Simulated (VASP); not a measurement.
**MgS (Niningerite): single point with HF**

MgS (Niningerite):

```xyz
2
Lattice="0.0000 2.6426 2.6426 2.6426 0.0000 2.6426 2.6426 2.6426 0.0000" Properties=species:S:1:pos:R:3 pbc="T T T"
S     2.6426    2.6426    2.6426
Mg    0.0000    0.0000    0.0000
```

```json
{"Program": "VASP 6.6.1", "Task": "single point", "Functional": "HF", "Potentials or basis": "VASP PAW PBE potentials, release 64 (S, Mg)", "Cutoff": "520 eV", "k mesh": "5 × 5 × 5", "Occupations": "fermi-dirac, width 0.05 eV", "Spin": "no spin polarisation", "Dipole correction": "no", "Grid for exact exchange (PRECFOCK)": "Normal", "Further INCAR settings": "ALGO = Normal; EDIFF = 1e-07; NBANDS = 11"}
```

```yaml
Pressure: -0.5 GPa
Band_gap_on_the_k_mesh: 10.52 eV, indirect (least direct gap 11.24 eV)
```

Levels at points of the mesh, in eV from the valence-band top:
```
           k point  band 1  band 2  band 3  band 4  band 5  band 6  band 7  band 8  band 9
(0.00, 0.00, 0.00)  -17.42    0.00    0.00    0.00   11.24   16.00   16.00   16.00   18.93
```

Run time: 5.5 min on 1 thread of Intel(R) Xeon(R) Platinum 8375C CPU @ 2.90GHz (Ice Lake), on a shared host, peak memory 0.17 GiB.

Caveat: the PAW data sets were made with another functional, which shifts forces and pressure a little. A k mesh can miss the band edges.
